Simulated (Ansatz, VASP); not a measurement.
## In4Fe: VASP beside Ansatz

```
In Fe
1.0
    -3.02621    3.02621    3.02621
     3.02621   -3.02621    3.02621
     3.02621    3.02621   -3.02621
In Fe
4 1
Direct
  0.00000 0.00000 0.50000
  0.00000 0.50000 0.00000
  0.50000 0.00000 0.00000
  0.50000 0.50000 0.50000
  0.00000 0.00000 0.00000
```

Change from the starting cell: species swapped into the MnGa4 type (Im-3m, No. 229).

Alike in both runs: task single point; functional PBE; k mesh 4 × 4 × 4; occupations gaussian, width 0.1 eV; collinear spin.

|  | VASP | Ansatz |
| --- | --- | --- |
| version | VASP 6.6.1 | Ansatz 0.2.0 |
| potentials or method | VASP PAW PBE potentials, release 64 (In_d, Fe), cutoff 520 eV | scalar-relativistic, plane waves, PAW |
| valence electrons in the cell | 60 | 68 |

|  | VASP | Ansatz | Ansatz less VASP |
| --- | --- | --- | --- |
| gap on the k mesh at the Fermi level (eV) | none | none | - |
| pressure (GPa) | 5.1 | 5.1 | +0.06 |
| net moment per atom (μB) | 0.38 | 0.38 | 0.000 |
| size of the moment on the site where the two differ most (μB) | 1.76 | 1.77 | +0.011 |

Site moments also hang on the region over which each program counts them. A gap of «none» marks a metal or a gap that the smearing closes. With one functional, cell and mesh, what is left measures potentials, basis and numerics. VASP's potentials hold 60 valence electrons a cell and Ansatz's 68, so a difference there can come from the potentials and not from the codes.

The k mesh is coarse, so the values compare programs but aren't converged.
